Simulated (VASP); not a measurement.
# Cu in VASP: density of states with PBE

Aim: the density of states of Cu with PBE.

Everything below comes from runs of VASP 6.6.1. Logs are shortened: lines on timing, memory, paths and dates and some standing lists are left out, and cuts for length are marked.

## (1) The cell of the first run

The cell holds a slab with vacuum, 1 atom: a = 2.567 Å, b = 2.567 Å, c = 16.000 Å, α = 90.00°, β = 90.00°, γ = 120.00°.

## (2) Density of states, PBE

File POSCAR:

```
Cu
1.0
    2.5665139637      0.0000000000      0.0000000000
   -1.2832569818      2.2226662917      0.0000000000
    0.0000000000      0.0000000000     16.0000000000
Cu
1
Direct
    0.0000000000      0.0000000000      0.5000000000
```

File INCAR.step1:

```
SYSTEM = Cu
PREC = Accurate
ENCUT = 520
EDIFF = 1E-6
ISMEAR = -1
SIGMA = 0.1
LREAL = .FALSE.
LASPH = .TRUE.
NELM = 60
ALGO = Normal
ISIF = 2
LWAVE = .FALSE.
LCHARG = .TRUE.
LMAXMIX = 4
LDIPOL = .TRUE.
IDIPOL = 3
DIPOL = 0.5 0.5 0.500
GGA = PE
NBANDS = 12
```

File KPOINTS.step1:

```
regular mesh
0
G
  15 15 1
  0 0 0
```

File INCAR.step2:

```
SYSTEM = Cu
PREC = Accurate
ENCUT = 520
EDIFF = 1E-6
ISMEAR = -5
SIGMA = 0.1
LREAL = .FALSE.
LASPH = .TRUE.
NELM = 60
ALGO = Normal
ISIF = 2
LWAVE = .FALSE.
LCHARG = .FALSE.
LMAXMIX = 4
LDIPOL = .TRUE.
IDIPOL = 3
DIPOL = 0.5 0.5 0.500
GGA = PE
LORBIT = 11
NEDOS = 2001
ICHARG = 11
```

File KPOINTS.step2:

```
regular mesh
0
G
  23 23 1
  0 0 0
```

Potentials or basis: VASP PAW PBE potentials, release 64 (Cu).

The run is started by

```bash
$ cat potpaw_PBE.64/Cu/POTCAR > POTCAR
$ cp INCAR.step1 INCAR
$ cp KPOINTS.step1 KPOINTS
$ mpirun -np 1 vasp_std > vasp.out
$ cp INCAR.step2 INCAR
$ cp KPOINTS.step2 KPOINTS
$ mpirun -np 1 vasp_std > vasp.out
```

OUTCAR:

```text
SYSTEM = Cu
   PREC = Accurate
   ENCUT = 520
   EDIFF = 1E-6
   ISMEAR = -5
   LREAL = .FALSE.
   LASPH = .TRUE.
   NELM = 60
   ISIF = 2
   GGA = PE
   LORBIT = 11
   ICHARG = 11

 ion  position               nearest neighbor table
   1  0.000  0.000  0.500-

  LATTYP: Found a hexagonal cell.
 ALAT       =     2.5665139637
 C/A-ratio  =     6.2341371316

  Lattice vectors:

 A1 = (   2.5665139637,   0.0000000000,   0.0000000000)
 A2 = (  -1.2832569818,   2.2226662917,   0.0000000000)
 A3 = (   0.0000000000,   0.0000000000,  16.0000000000)

Analysis of symmetry for initial positions (statically):
=====================================================================
 Subroutine PRICEL returns:
 Original cell was already a primitive cell.

 Routine SETGRP: Setting up the symmetry group for a
 hexagonal supercell.

 Subroutine GETGRP returns: Found 24 space group operations
 (whereof 24 operations were pure point group operations)
 out of a pool of 24 trial point group operations.

The static configuration has the point symmetry D_6h.

Analysis of symmetry for dynamics (positions and initial velocities):
=====================================================================
 Subroutine PRICEL returns:
 Original cell was already a primitive cell.

 Routine SETGRP: Setting up the symmetry group for a
 hexagonal supercell.

 Subroutine GETGRP returns: Found 24 space group operations
 (whereof 24 operations were pure point group operations)
 out of a pool of 24 trial point group operations.

The dynamic configuration has the point symmetry D_6h.

 Subroutine INISYM returns: Found 24 space group operations
 (whereof 24 operations are pure point group operations),
 and found     1 'primitive' translations

----------------------------------------------------------------------------------------

                                     Primitive cell

  volume of cell :      91.2721

  direct lattice vectors                    reciprocal lattice vectors
     2.566513964  0.000000000  0.000000000     0.389633571  0.224955047  0.000000000
    -1.283256982  2.222666292  0.000000000     0.000000000  0.449910094  0.000000000
     0.000000000  0.000000000 16.000000000     0.000000000  0.000000000  0.062500000

  length of vectors
     2.566513964  2.566513964 16.000000000     0.449910094  0.449910094  0.062500000

  position of ions in fractional coordinates (direct lattice)
     0.000000000  0.000000000  0.500000000

  ion indices of the primitive-cell ions
   primitive index   ion index
                 1           1

----------------------------------------------------------------------------------------

 KPOINTS: regular mesh

Automatic generation of k-mesh.
 Grid dimensions read from file:
 generate k-points for:   23   23    1

 Generating k-lattice:

  Cartesian coordinates                     Fractional coordinates (reciprocal lattice)
     0.016940590  0.009780654  0.000000000     0.043478261  0.000000000  0.000000000
     0.000000000  0.019561308  0.000000000     0.000000000  0.043478261  0.000000000
     0.000000000  0.000000000  0.062500000     0.000000000  0.000000000  1.000000000

  Length of vectors
     0.019561308  0.019561308  0.062500000

  Shift w.r.t. Gamma in fractional coordinates (k-lattice)
     0.000000000  0.000000000  0.000000000

 TETIRR: Found    276 inequivalent tetrahedra from     3174

 Subroutine IBZKPT returns following result:
 ===========================================

 Found     56 irreducible k-points:

 Following reciprocal coordinates:
            Coordinates               Weight
  0.000000  0.000000  0.000000      1.000000
  0.043478  0.000000  0.000000      6.000000
  0.086957  0.000000  0.000000      6.000000
  0.130435  0.000000  0.000000      6.000000
  0.173913  0.000000  0.000000      6.000000
  0.217391 -0.000000  0.000000      6.000000
[... 16 lines left out ...]
  0.478261  0.043478  0.000000      6.000000
  0.086957  0.086957  0.000000      6.000000
 [... further k-points ...]
   k-points           NKPTS =     56   k-points in BZ     NKDIM =     56   number of bands    NBANDS=      9
   number of dos      NEDOS =   2001   number of ions     NIONS =      1
   total plane-waves  NPLWV =  48000
   dimension x,y,z NGX =    20 NGY =   20 NGZ =  120
   dimension x,y,z NGXF=    40 NGYF=   40 NGZF=  240
   ions per type =               1
   NGX,Y,Z   is equivalent  to a cutoff of  12.95, 12.95, 12.47 a.u.
   NGXF,Y,Z  is equivalent  to a cutoff of  25.91, 25.91, 24.94 a.u.
 SYSTEM =  Cu
   PREC   = accura    normal or accurate (medium, high low for compatibility)
   ISTART =      0    job   : 0-new  1-cont  2-samecut
   ICHARG =     11    charge: 1-file 2-atom 10-const
   ISPIN  =      1    spin polarized calculation?
   LNONCOLLINEAR =      F non collinear calculations
   LSORBIT =      F    spin-orbit coupling
   LASPH  =      T    aspherical Exc in radial PAW
   ENCUT  =  520.0 eV  38.22 Ry    6.18 a.u.   4.77  4.77 29.75*2*pi/ulx,y,z
   NELM   =     60;   NELMIN=  2; NELMDL=  0     # of ELM steps
   EDIFF  = 0.1E-05   stopping-criterion for ELM
   LREAL  =      F    real-space projection
   EDIFFG = 0.1E-04   stopping-criterion for IOM
   NSW    =      0    number of steps for IOM
   IBRION =     -1    ionic relax: 0-MD 1-quasi-New 2-CG
   NFREE  =      0    steps in history (QN), initial steepest desc. (CG)
   ISIF   =      2    stress and relaxation
   ISYM   =      2    0-nonsym 1-usesym 2-fastsym
   POTIM  = 0.5000    time-step for ionic-motion
   TEBEG  =    0.0;   TEEND  =   0.0 temperature during run
   PSTRESS=    0.0 pullay stress
   NELECT =      11.0000    total number of electrons
   NUPDOWN=      -1.0000    fix difference up-down
   EMIN   =  10.00;   EMAX   =-10.00  energy-range for DOS
   EFERMI =   0.00;   METHOD = LEGACY
   ISMEAR =    -5;   SIGMA  =   0.10  broadening in eV -4-tet -1-fermi 0-gaus
   EFERMI_NEDOS =   21; number of points for ismear=-14 and -15
   IALGO  =     38    algorithm
   IMIX   =      4    mixing-type and parameters
     AMIX     =   0.40;   BMIX     =  1.00
     AMIX_MAG =   1.60;   BMIX_MAG =  1.00
  volume/ion in A,a.u.               =      91.27       615.93
  Fermi-wavevector in a.u.,A,eV,Ry     =   0.808648  1.528124  8.897018  0.653912
  Thomas-Fermi vector in A             =   1.917493
   LORBIT       =     11    0 simple, 1 ext, 2 COOP (PROOUT), +10 PAW based schemes
   GGA     = PE    functional components
   LHFCALC =     F    Hartree Fock is set to
   AEXX    =    0.0000 exact exchange contribution
   IVDW    =     0    specifies the selected vdW correction
   LEPSILON=     F    determine dielectric tensor
   LRPA    =     F    only Hartree local field effects (RPA)
 non-spin polarized calculation
 Fermi weights with tetrahedron method with Bloechl corrections
  energy-cutoff  :      520.00
  volume of cell :       91.27
 maximum number of plane-waves:      2474
 NGX is ok and might be reduce to    20

 number of electron      11.0000009 magnetization

 dipolmoment           0.000000      0.000000     -0.000000 electrons x Angstroem

 Free energy of the ion-electron system (eV)
  ---------------------------------------------------
  ext. energy  EPLUGINS =         0.00000000
  ---------------------------------------------------
  free energy    TOTEN  =        -2.94101051 eV

  energy without entropy =       -2.94101051  energy(sigma->0) =       -2.94101051

 E-fermi :  -3.2047     XC(G=0):  -2.7110

 val. band max:       -3.5034376509   @ k =   0.3478   0.0435   0.0000
 cond. band min:      -3.2029762333   @ k =   0.3913   0.0000   0.0000
 fundamental gap:      0.3004614176
 Fermi energy:        -3.2047326996

 k-point     1 :       0.0000    0.0000    0.0000
  band No.  band energies     occupation
      1      -8.7655      2.00000
      2      -5.2599      2.00000
      3      -5.2599      2.00000
      4      -5.1534      2.00000
      5      -4.2915      2.00000
      6      -4.2915      2.00000
      7      -2.3586      0.00000
      8       1.2094      0.00000
      9       2.0158      0.00000

 k-point     2 :       0.0435    0.0000    0.0000
  band No.  band energies     occupation
      1      -8.7033      2.00000
      2      -5.2745      2.00000
      3      -5.2393      2.00000
      4      -5.1404      2.00000
      5      -4.3464      2.00000
      6      -4.2956      2.00000
      7      -2.2578      0.00000
      8       1.2650      0.00000
      9       2.0756      0.00000

 k-point     3 :       0.0870    0.0000    0.0000
  band No.  band energies     occupation
      1      -8.5182      2.00000
      2      -5.3155      2.00000
      3      -5.1785      2.00000
      4      -5.1024      2.00000
      5      -4.4850      2.00000
      6      -4.3075      2.00000
      7      -1.9804      0.00000
      8       1.4320      0.00000
      9       2.2549      0.00000

 k-point     4 :       0.1304    0.0000    0.0000
  band No.  band energies     occupation
      1      -8.2162      2.00000
      2      -5.3739      2.00000
      3      -5.0809      2.00000
      4      -5.0418      2.00000
      5      -4.6621      2.00000
      6      -4.3262      2.00000
      7      -1.5689      0.00000
      8       1.7106      0.00000
      9       2.5525      0.00000
[... 205 lines left out ...]
 k-point    22 :       0.4348    0.0435    0.0000
  band No.  band energies     occupation
      1      -6.5195      2.00000
      2      -5.5706      2.00000
      3      -4.5358      2.00000
      4      -4.5204      2.00000
      5      -4.1178      2.00000
      6      -1.6816      0.00000
      7       2.4682      0.00000
      8       4.4064      0.00000
      9       7.5123      0.00000

 k-point    23 :       0.4783    0.0435    0.0000
  band No.  band energies     occupation
      1      -6.5286      2.00000
      2      -5.5843      2.00000
      3      -4.5247      2.00000
      4      -4.5209      2.00000
      5      -4.0887      2.00000
      6      -1.1979      0.00000
      7       1.8706      0.00000
      8       4.9763      0.00000
      9       7.0081      0.00000

 k-point    24 :       0.0870    0.0870    0.0000
  band No.  band energies     occupation
      1      -8.0378      2.00000
      2      -5.4190      2.00000
      3      -5.0156      2.00000
      4      -5.0012      2.00000
      5      -4.7433      2.00000
      6      -4.3425      2.00000
      7      -1.3400      0.00000
      8       1.8780      0.00000
      9       2.7305      0.00000

 [... further k-points ...]

------------------------ aborting loop because EDIFF is reached ----------------------------------------

 vacuum level on the upper side and lower side of the slab       (xc-potential included)        -0.053        -0.053

  FORCE on cell =-STRESS in cart. coord.  units (eV):
  Direction    XX          YY          ZZ          XY          YZ          ZX
  --------------------------------------------------------------------------------------
  -------------------------------------------------------------------------------------
  Total       -1.3924456     -1.3924456     -0.0240908     -0.0000000      0.0000000      0.0000000
  in kB      -24.4427985    -24.4427985     -0.4228860     -0.0000000      0.0000000      0.0000000
  external PRESSURE =     -16.4361610 kB  Pullay stress =       0.0000000 kB

 VOLUME and BASIS-vectors are now :
 -----------------------------------------------------------------------------
  energy-cutoff  :      520.00
  volume of cell :       91.27
      direct lattice vectors                 reciprocal lattice vectors
     2.566513964  0.000000000  0.000000000     0.389633571  0.224955047  0.000000000
    -1.283256982  2.222666292  0.000000000     0.000000000  0.449910094  0.000000000
     0.000000000  0.000000000 16.000000000     0.000000000  0.000000000  0.062500000

 POSITION                                       TOTAL-FORCE (eV/Angst)
 -----------------------------------------------------------------------------------
      0.00000      0.00000      8.00000         0.000000      0.000000      0.000000
 -----------------------------------------------------------------------------------
    total drift:                                0.000000     -0.000000     -0.000000

  FREE ENERGIE OF THE ION-ELECTRON SYSTEM (eV)
  ---------------------------------------------------
  free  energy   TOTEN  =        -2.9410105113 eV

  energy  without entropy=       -2.9410105113  energy(sigma->0) =       -2.94101051

 vacuum level on the upper side and lower side of the slab         1.550         1.550

 total charge

# of ion       s       p       d       tot
------------------------------------------
    1        0.453   0.193   9.210   9.856
```

Run time: 98 s. Hardware: 1 thread of Intel Xeon 8259CL, shared host; peak memory 0.21 GiB.

Results:

- Valence electrons inside the program's atomic spheres: Cu 9.86

Levels at points of the mesh, in eV from the Fermi level:
```csv
k point,band 3,band 4,band 5,band 6,band 7,band 8,band 9
"(0.00, 0.00, 0.00)",-2.06,-1.95,-1.09,-1.09,0.85,4.41,5.22
```

Caveat: tetrahedron occupations give inexact forces and stress in metals.
